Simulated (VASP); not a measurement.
Crystal: C.

```
CELL_PARAMETERS angstrom
0.00000 1.72672 1.72672
1.72672 0.00000 1.72672
1.72672 1.72672 0.00000
ATOMIC_POSITIONS crystal
C 0.00000 0.00000 0.00000
C 0.25000 0.25000 0.25000
```

This cell differs from its parent crystal: strain -3.0%.

Program: VASP 6.6.1. Alike in all runs: task single point; potentials or basis VASP PAW PBE potentials, release 64 (C); no spin polarisation; cell as given; cutoff (eV) 520.

Question: Order these runs on this cell by their pressure, lowest first.
A. level PBE; k mesh 12 × 12 × 12; smearing fermi-dirac 0.02 eV
B. level HSE06; k mesh 8 × 8 × 8; smearing gaussian 0.01 eV; grid for exact exchange (PRECFOCK) Normal; screening parameter 0.2079 1/Å
C. level r2SCAN; k mesh 12 × 12 × 12; smearing gaussian 0.01 eV

Answer: B (44.0 GPa), C (50.2 GPa), A (53.7 GPa).

Caveats: the PAW data sets were made with another functional, which shifts forces and pressure a little (some runs).
